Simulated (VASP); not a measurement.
# Tb4S (I4/mmm) in VASP: further runs

The runs below take Tb4S through single point, relaxation of cell and atoms, with PBE.

Everything below comes from runs of VASP 6.6.1. Logs are shortened: lines on timing, memory, paths and dates and some standing lists are left out, and cuts for length are marked.

## Step 1: The cell of the first run

Symmetry: I4/mmm, No. 139, tetragonal system. Conventional cell: a = 7.167 Å, b = 7.167 Å, c = 5.603 Å, α = 90.00°, β = 90.00°, γ = 90.00°. Within 3.7 Å of Tb (site symmetry m2m) lie 3 S at 2.75 to 3.64 Å and 4 Tb at 2.83 to 3.28 Å. Within 3.7 Å of S (site symmetry 4/mmm) lie 12 Tb at 2.75 to 3.64 Å.

The cell was generated, and may not be a known phase.

## Step 2: Single point, PBE

INCAR

```
SYSTEM = Tb4S
PREC = Accurate ; ENCUT = 500
EDIFF = 1E-6 ; ISMEAR = 0
SIGMA = 0.1 ; LREAL = .FALSE.
LASPH = .TRUE. ; NELM = 200
ALGO = Normal ; ISIF = 2
LWAVE = .FALSE. ; LCHARG = .FALSE.
GGA = PE ; NBANDS = 29
GGA_COMPAT = .FALSE. ; LMAXMIX = 6
```

KPOINTS

```
Automatic mesh
0
G
  4 4 4
  0 0 0
```

POSCAR

```
Tb4S
1.0
   -3.5833622700      3.5833622700      2.8016690100
    3.5833622700     -3.5833622700      2.8016690100
    3.5833622700      3.5833622700     -2.8016690100
Tb S
4 1
Direct
    0.7710438400      0.7710438400      0.5420876800
    0.2289561600      0.2289561600      0.4579123200
    0.7710438400      0.2289561600      0.0000000000
    0.2289561600      0.7710438400      0.0000000000
    0.5000000000      0.5000000000      0.0000000000
```

Potentials or basis: VASP PAW PBE potentials, release 64 (Tb_3, S), 4f in core.

On the command line:

```
> cat potpaw_PBE.64/Tb_3/POTCAR potpaw_PBE.64/S/POTCAR > POTCAR
> mpirun -np 1 vasp_std > vasp.out
```

OUTCAR:

```text
SYSTEM = Tb4S
   PREC = Accurate
   ENCUT = 500
   EDIFF = 1E-6
   ISMEAR = 0
   LREAL = .FALSE.
   LASPH = .TRUE.
   NELM = 200
   ISIF = 2
   GGA = PE

 ion  position               nearest neighbor table
   1  0.771  0.771  0.542-   5 2.75   2 2.83   2 2.83   3 3.28   4 3.28
   2  0.229  0.229  0.458-   5 2.75   1 2.83   1 2.83   3 3.28   4 3.28
   3  0.771  0.229  0.000-   5 2.75   4 2.83   4 2.83   1 3.28   2 3.28
   4  0.229  0.771  0.000-   5 2.75   3 2.83   3 2.83   1 3.28   2 3.28
   5  0.500  0.500  0.000-   3 2.75   4 2.75   1 2.75   2 2.75

  LATTYP: Found a body centered tetragonal cell.
 ALAT       =     7.1667245400
 C/A-ratio  =     0.7818548053

  Lattice vectors:

 A1 = (  -3.5833622700,   3.5833622700,   2.8016690100)
 A2 = (   3.5833622700,  -3.5833622700,   2.8016690100)
 A3 = (   3.5833622700,   3.5833622700,  -2.8016690100)

Analysis of symmetry for initial positions (statically):
=====================================================================
 Subroutine PRICEL returns:
 Original cell was already a primitive cell.

 Routine SETGRP: Setting up the symmetry group for a
 body centered tetragonal supercell.

 Subroutine GETGRP returns: Found 16 space group operations
 (whereof 16 operations were pure point group operations)
 out of a pool of 16 trial point group operations.

The static configuration has the point symmetry D_4h.

Analysis of symmetry for dynamics (positions and initial velocities):
=====================================================================
 Subroutine PRICEL returns:
 Original cell was already a primitive cell.

 Routine SETGRP: Setting up the symmetry group for a
 body centered tetragonal supercell.

 Subroutine GETGRP returns: Found 16 space group operations
 (whereof 16 operations were pure point group operations)
 out of a pool of 16 trial point group operations.

The dynamic configuration has the point symmetry D_4h.

 Subroutine INISYM returns: Found 16 space group operations
 (whereof 16 operations are pure point group operations),
 and found     1 'primitive' translations

----------------------------------------------------------------------------------------

                                     Primitive cell

  volume of cell :     143.8992

  direct lattice vectors                    reciprocal lattice vectors
    -3.583362270  3.583362270  2.801669010     0.000000000  0.139533757  0.178465050
     3.583362270 -3.583362270  2.801669010     0.139533757  0.000000000  0.178465050
     3.583362270  3.583362270 -2.801669010     0.139533757  0.139533757  0.000000000

  length of vectors
     5.790537070  5.790537070  5.790537070     0.226537951  0.226537951  0.197330531

  position of ions in fractional coordinates (direct lattice)
     0.771043840  0.771043840  0.542087680
     0.228956160  0.228956160  0.457912320
     0.771043840  0.228956160  0.000000000
     0.228956160  0.771043840  0.000000000
     0.500000000  0.500000000  0.000000000

  ion indices of the primitive-cell ions
   primitive index   ion index
                 1           1
                 2           2
                 3           3
                 4           4
                 5           5

----------------------------------------------------------------------------------------

 KPOINTS: Automatic mesh

Automatic generation of k-mesh.
 Grid dimensions read from file:
 generate k-points for:    4    4    4

 Generating k-lattice:

  Cartesian coordinates                     Fractional coordinates (reciprocal lattice)
     0.000000000  0.034883439  0.044616263     0.250000000  0.000000000  0.000000000
     0.034883439  0.000000000  0.044616263     0.000000000  0.250000000  0.000000000
     0.034883439  0.034883439  0.000000000     0.000000000  0.000000000  0.250000000

  Length of vectors
     0.056634488  0.056634488  0.049332633

  Shift w.r.t. Gamma in fractional coordinates (k-lattice)
     0.000000000  0.000000000  0.000000000

 Subroutine IBZKPT returns following result:
 ===========================================

 Found     13 irreducible k-points:

 Following reciprocal coordinates:
            Coordinates               Weight
  0.000000  0.000000  0.000000      1.000000
  0.250000  0.000000  0.000000      8.000000
  0.500000  0.000000  0.000000      4.000000
  0.250000  0.250000  0.000000      8.000000
  0.500000  0.250000  0.000000     16.000000
 -0.250000  0.250000  0.000000      4.000000
  0.500000  0.500000  0.000000      2.000000
  0.250000  0.250000  0.250000      2.000000
 -0.250000  0.250000  0.250000      4.000000
  0.500000  0.500000  0.250000      4.000000
 -0.250000  0.500000  0.250000      8.000000
 -0.250000 -0.250000  0.250000      2.000000
  0.500000  0.500000  0.500000      1.000000
   k-points           NKPTS =     13   k-points in BZ     NKDIM =     13   number of bands    NBANDS=     29
   number of dos      NEDOS =    301   number of ions     NIONS =      5
   total plane-waves  NPLWV =  74088
   dimension x,y,z NGX =    42 NGY =   42 NGZ =   42
   dimension x,y,z NGXF=    84 NGYF=   84 NGZF=   84
   ions per type =               4   1
   NGX,Y,Z   is equivalent  to a cutoff of  12.06, 12.06, 12.06 a.u.
   NGXF,Y,Z  is equivalent  to a cutoff of  24.12, 24.12, 24.12 a.u.
 SYSTEM =  Tb4S
   PREC   = accura    normal or accurate (medium, high low for compatibility)
   ISTART =      0    job   : 0-new  1-cont  2-samecut
   ICHARG =      2    charge: 1-file 2-atom 10-const
   ISPIN  =      1    spin polarized calculation?
   LNONCOLLINEAR =      F non collinear calculations
   LSORBIT =      F    spin-orbit coupling
   LASPH  =      T    aspherical Exc in radial PAW
   ENCUT  =  500.0 eV  36.75 Ry    6.06 a.u.  10.56 10.56 10.56*2*pi/ulx,y,z
   NELM   =    200;   NELMIN=  2; NELMDL= -5     # of ELM steps
   EDIFF  = 0.1E-05   stopping-criterion for ELM
   LREAL  =      F    real-space projection
   EDIFFG = 0.1E-04   stopping-criterion for IOM
   NSW    =      0    number of steps for IOM
   IBRION =     -1    ionic relax: 0-MD 1-quasi-New 2-CG
   NFREE  =      0    steps in history (QN), initial steepest desc. (CG)
   ISIF   =      2    stress and relaxation
   ISYM   =      2    0-nonsym 1-usesym 2-fastsym
   POTIM  = 0.5000    time-step for ionic-motion
   TEBEG  =    0.0;   TEEND  =   0.0 temperature during run
   PSTRESS=    0.0 pullay stress
   NELECT =      42.0000    total number of electrons
   NUPDOWN=      -1.0000    fix difference up-down
   EMIN   =  10.00;   EMAX   =-10.00  energy-range for DOS
   EFERMI =   0.00;   METHOD = LEGACY
   ISMEAR =     0;   SIGMA  =   0.10  broadening in eV -4-tet -1-fermi 0-gaus
   EFERMI_NEDOS =   21; number of points for ismear=-14 and -15
   IALGO  =     38    algorithm
   IMIX   =      4    mixing-type and parameters
     AMIX     =   0.40;   BMIX     =  1.00
     AMIX_MAG =   1.60;   BMIX_MAG =  1.00
  volume/ion in A,a.u.               =      28.78       194.22
  Fermi-wavevector in a.u.,A,eV,Ry     =   1.085938  2.052126 16.044835  1.179262
  Thomas-Fermi vector in A             =   2.222064
   LORBIT       =      0    0 simple, 1 ext, 2 COOP (PROOUT), +10 PAW based schemes
   GGA     = PE    functional components
   LHFCALC =     F    Hartree Fock is set to
   AEXX    =    0.0000 exact exchange contribution
   IVDW    =     0    specifies the selected vdW correction
   LEPSILON=     F    determine dielectric tensor
   LRPA    =     F    only Hartree local field effects (RPA)
 non-spin polarized calculation
 Gauss-broadening in eV      SIGMA  =   0.10
  energy-cutoff  :      500.00
  volume of cell :      143.90
 maximum number of plane-waves:      3687
   NGX = 21   NGY = 21   NGZ = 21

 number of electron      42.0000000 magnetization

 Free energy of the ion-electron system (eV)
  ---------------------------------------------------
  ext. energy  EPLUGINS =         0.00000000
  ---------------------------------------------------
  free energy    TOTEN  =       -20.52155117 eV

  energy without entropy =      -20.48660231  energy(sigma->0) =      -20.50407674

 E-fermi :   3.6981     XC(G=0):  -9.8326

 val. band max:        3.6216398851   @ k =   0.2500   0.2500   0.0000
 cond. band min:       3.7119159194   @ k =   0.5000   0.0000   0.0000
 fundamental gap:      0.0902760343
 Fermi energy:         3.6981191781

 k-point     1 :       0.0000    0.0000    0.0000
  band No.  band energies     occupation
      1     -20.2969      2.00000
      2     -20.2969      2.00000
      3     -19.3940      2.00000
      4     -19.3940      2.00000
      5     -19.1982      2.00000
      6     -19.0703      2.00000
[... 21 lines left out ...]
     28       7.2784      0.00000
     29       7.5489      0.00000

 k-point     2 :       0.2500    0.0000    0.0000
  band No.  band energies     occupation
      1     -20.0228      2.00000
      2     -20.0019      2.00000
      3     -19.3449      2.00000
      4     -19.2814      2.00000
      5     -19.2502      2.00000
      6     -19.1272      2.00000
[... 21 lines left out ...]
     28       6.3411      0.00000
     29       6.4319      0.00000

 k-point     3 :       0.5000    0.0000    0.0000
  band No.  band energies     occupation
      1     -19.4502      2.00000
      2     -19.4486      2.00000
      3     -19.3065      2.00000
      4     -19.2912      2.00000
      5     -19.2067      2.00000
      6     -19.1235      2.00000
[... 21 lines left out ...]
     28       5.9507      0.00000
     29       5.9878      0.00000

 k-point     4 :       0.2500    0.2500    0.0000
  band No.  band energies     occupation
      1     -19.4778      2.00000
      2     -19.3795      2.00000
      3     -19.3708      2.00000
      4     -19.2681      2.00000
      5     -19.2153      2.00000
      6     -19.0864      2.00000
[... 245 lines left out ...]
     28       5.6912      0.00000
     29       6.2207      0.00000

 k-point    12 :      -0.2500   -0.2500    0.2500
  band No.  band energies     occupation
      1     -19.5333      2.00000
      2     -19.3867      2.00000
      3     -19.3867      2.00000
      4     -19.2561      2.00000
      5     -19.2319      2.00000
      6     -19.0880      2.00000
[... 21 lines left out ...]
     28       5.7884      0.00000
     29       6.0325      0.00000

 k-point    13 :       0.5000    0.5000    0.5000
  band No.  band energies     occupation
      1     -20.3646      2.00000
      2     -20.2343      2.00000
      3     -19.5351      2.00000
      4     -19.4341      2.00000
      5     -19.0678      2.00000
      6     -19.0678      2.00000
[... 21 lines left out ...]
     28       4.8768      0.00000
     29       6.9615      0.00000

------------------------ aborting loop because EDIFF is reached ----------------------------------------

  FORCE on cell =-STRESS in cart. coord.  units (eV):
  Direction    XX          YY          ZZ          XY          YZ          ZX
  --------------------------------------------------------------------------------------
  -------------------------------------------------------------------------------------
  Total       -1.5905116     -1.5905116     13.3505514      0.0000000     -0.0000000      0.0000000
  in kB      -17.7088014    -17.7088014    148.6454209      0.0000000     -0.0000000      0.0000000
  external PRESSURE =      37.7426060 kB  Pullay stress =       0.0000000 kB

 VOLUME and BASIS-vectors are now :
 -----------------------------------------------------------------------------
  energy-cutoff  :      500.00
  volume of cell :      143.90
      direct lattice vectors                 reciprocal lattice vectors
    -3.583362270  3.583362270  2.801669010     0.000000000  0.139533757  0.178465050
     3.583362270 -3.583362270  2.801669010     0.139533757  0.000000000  0.178465050
     3.583362270  3.583362270 -2.801669010     0.139533757  0.139533757  0.000000000

 POSITION                                       TOTAL-FORCE (eV/Angst)
 -----------------------------------------------------------------------------------
      1.94250      1.94250      2.80167        -0.380653     -0.380653      0.000000
      1.64087      1.64087      0.00000         0.380653      0.380653     -0.000000
     -1.94250      1.94250      2.80167         0.380653     -0.380653     -0.000000
      1.94250     -1.94250      2.80167        -0.380653      0.380653     -0.000000
      0.00000      0.00000      2.80167         0.000000      0.000000     -0.000000
 -----------------------------------------------------------------------------------
    total drift:                               -0.000000     -0.000000      0.000000

  FREE ENERGIE OF THE ION-ELECTRON SYSTEM (eV)
  ---------------------------------------------------
  free  energy   TOTEN  =       -20.5215511739 eV

  energy  without entropy=      -20.4866023065  energy(sigma->0) =      -20.50407674
```

It took 1.8 min on 1 thread of AMD EPYC 7R43 (Zen 3), shared host; peak memory 0.22 GiB.

What came out:

```
Free energy            : -20.5216 eV
Pressure               : 3.8 GPa
Largest force          : 0.538 eV/Å
Band gap on the k mesh : zero (bands 21 and 22 overlap by 0.97 eV)
```

Forces in eV/Å, atoms in the order of the input:
```
Tb  -0.381 -0.381  0.000
Tb   0.381  0.381  0.000
Tb   0.381 -0.381  0.000
Tb  -0.381  0.381  0.000
S    0.000  0.000  0.000
```

Caveat: the stress differs along the axes, from -2 to 15 GPa; spin-orbit coupling is left out, which moves the levels of the heavy elements; the 4f electrons are frozen in the core, so they carry no moment and show no levels; the run has no spin polarisation, though such a crystal can be magnetic.

## Step 3: Single point, PBE

This run uses another cell than the first one, of 34.05 Å³/atom.

INCAR

```
PREC = Accurate
ENCUT = 500
EDIFF = 1E-6
ISMEAR = 0
SIGMA = 0.1
LREAL = False
LASPH = True
NELM = 200
ALGO = Normal
ISIF = 2
LWAVE = False
LCHARG = True
GGA = PE
LELF = True
LVHAR = True
NBANDS = 29
GGA_COMPAT = False
LMAXMIX = 6
```

KPOINTS

```
Automatic mesh
0
Gamma
  4 4 4
```

POSCAR

```
Tb4S
1.0
   -3.5917429279      3.5917429279      3.2991764534
    3.5917429279     -3.5917429279      3.2991764534
    3.5917429279      3.5917429279     -3.2991764534
Tb S
4 1
Direct
    0.7545610922      0.7545610922      0.5091221845
    0.2454389078      0.2454389078      0.4908778155
    0.7545610922      0.2454389078      0.0000000000
    0.2454389078      0.7545610922      0.0000000000
    0.5000000000      0.5000000000      0.0000000000
```

Potentials or basis: VASP PAW PBE potentials, release 64 (Tb_3, S), 4f in core.

On the command line:

```
> cat potpaw_PBE.64/Tb_3/POTCAR potpaw_PBE.64/S/POTCAR > POTCAR
> mpirun -np 1 vasp_std > vasp.out
```

It took 2.2 min on 1 thread of AMD EPYC 7R43 (Zen 3), shared host; peak memory 0.28 GiB.

Results (log left out):

* Free energy: -21.8410 eV
* Pressure: 0.3 GPa
* Largest force: 0.023 eV/Å
* Band gap on the k mesh: zero (bands 21 and 22 overlap by 0.62 eV)

Forces on the atoms (eV/Å):
```
Tb   0.016  0.016  0.000
Tb  -0.016 -0.016  0.000
Tb  -0.016  0.016  0.000
Tb   0.016 -0.016  0.000
S    0.000  0.000  0.000
```

Stress tensor (GPa, compression positive):
```
0.23 0.00 0.00
0.00 0.23 0.00
0.00 0.00 0.38
```

Levels at points of the mesh, in eV from the Fermi level:
```csv
k point,band 18,band 19,band 20,band 21,band 22,band 23,band 24,band 25
"(0.00, 0.00, 0.00)",-1.40,-0.84,-0.73,-0.47,0.07,0.99,0.99,1.57
"(0.50, 0.00, 0.00)",-1.23,-0.25,-0.12,-0.07,0.39,0.48,0.86,0.93
"(0.50, 0.50, 0.00)",-1.99,-0.66,-0.28,-0.07,0.01,0.40,0.51,0.58
"(0.50, 0.50, 0.50)",-1.27,-1.27,-0.82,-0.82,-0.23,-0.18,0.19,0.65
```

Caveat: spin-orbit coupling is left out, which moves the levels of the heavy elements; the 4f electrons are frozen in the core, so they carry no moment and show no levels; the run has no spin polarisation, though such a crystal can be magnetic.

## Step 4: Relaxation of cell and atoms, PBE

INCAR

```
ALGO = Normal ; EDIFF = 1E-7
EDIFFG = -0.04 ; ENCUT = 500
GGA = PE ; GGA_COMPAT = F
IBRION = 2 ; ISIF = 3
ISMEAR = 0 ; LASPH = T
LCHARG = F ; LMAXMIX = 6
LREAL = F ; LWAVE = F
NELM = 200 ; NELMIN = 4
NSW = 90 ; PREC = Accurate
SIGMA = 0.1
```

KPOINTS

```
k-points
0
Gamma
  4 4 4
```

POSCAR

```
Tb4S
1.0
   -3.5833622700      3.5833622700      2.8016690100
    3.5833622700     -3.5833622700      2.8016690100
    3.5833622700      3.5833622700     -2.8016690100
Tb S
4 1
Direct
    0.7710438400      0.7710438400      0.5420876800
    0.2289561600      0.2289561600      0.4579123200
    0.7710438400      0.2289561600      0.0000000000
    0.2289561600      0.7710438400      0.0000000000
    0.5000000000      0.5000000000      0.0000000000
```

On the command line:

```
> cat potpaw_PBE.64/Tb_3/POTCAR potpaw_PBE.64/S/POTCAR > POTCAR
> mpirun -np 1 vasp_std > vasp.out
```

Run time: 10 min. Hardware: 1 thread of AMD EPYC 7R43 (Zen 3), shared host; peak memory 0.24 GiB.

It converged, with:

```yaml
Free_energy: -21.8401 eV
Relaxed_volume: 34.59 Å³/atom
Relaxed_cell: a = 6.088 Å, b = 6.088 Å, c = 6.088 Å, α = 107.43°, β = 107.43°, γ = 113.63°
Space_group_after_relaxing_to_0.1_Å: I4/mmm (No. 139)
Energy_gained_by_relaxing: 263.7 meV/atom
Ionic_steps: 10
Pressure_after_relaxing: -0.1 GPa
Band_gap_on_the_k_mesh: zero (bands 21 and 22 overlap by 0.63 eV)
```

Step by step:
| step | energy change (eV) | largest force (eV/Å) | pressure (GPa) | volume (Å³) |
| --- | --- | --- | --- | --- |
| 1 | 0.0000 | 0.5383 | 3.78 | 143.90 |
| 2 | -0.9959 | 0.9607 | 0.71 | 157.50 |
| 3 | -1.0554 | 0.9244 | 0.36 | 160.79 |
| 4 | -1.0564 | 0.8640 | -0.05 | 167.18 |
| 5 | -1.0729 | 0.8925 | 0.09 | 164.03 |
| 6 | -1.2140 | 0.4953 | 0.35 | 166.28 |
| 7 | -1.2765 | 0.0199 | 0.83 | 168.93 |
| 8 | -1.3116 | 0.1003 | -0.56 | 175.45 |
| 9 | -1.3124 | 0.0865 | -0.38 | 174.56 |
| 10 | -1.3185 | 0.0004 | -0.10 | 172.97 |

Final structure:
```xyz
5
Lattice="-3.6025 3.6025 3.3320 3.6025 -3.6025 3.3320 3.6025 3.6025 -3.3320" Properties=species:S:1:pos:R:3 pbc="T T T"
Tb    1.8314    1.8314    3.3320
Tb    1.7711    1.7711    0.0000
Tb   -1.8314    1.8314    3.3320
Tb    5.4339    1.7711    0.0000
S     3.6025    3.6025    0.0000
```

Levels at points of the mesh, in eV from the Fermi level:
| k point | band 17 | band 18 | band 19 | band 20 | band 21 | band 22 | band 23 | band 24 | band 25 |
| --- | --- | --- | --- | --- | --- | --- | --- | --- | --- |
| (0.00, 0.00, 0.00) | -3.56 | -1.36 | -0.82 | -0.71 | -0.44 | 0.08 | 0.96 | 0.96 | 1.56 |
| (0.50, 0.00, 0.00) | -1.66 | -1.24 | -0.25 | -0.13 | -0.07 | 0.36 | 0.47 | 0.82 | 0.90 |
| (0.50, 0.50, 0.00) | -2.07 | -1.99 | -0.64 | -0.26 | -0.05 | 0.05 | 0.40 | 0.54 | 0.54 |
| (0.50, 0.50, 0.50) | -1.38 | -1.26 | -1.26 | -0.77 | -0.77 | -0.24 | -0.20 | 0.17 | 0.66 |

Caveat: the volume moved by over 15 % at a fixed basis, so the end points are rough; spin-orbit coupling is left out, which moves the levels of the heavy elements; the 4f electrons are frozen in the core, so they carry no moment and show no levels; the run has no spin polarisation, though such a crystal can be magnetic. With open d or f shells a metallic result of PBE can be an artefact of self-interaction; +U or a hybrid may open a gap.

[end of part 1 of 2]

The gap in the log of VASP goes by the Fermi energy; the results here count the filled bands.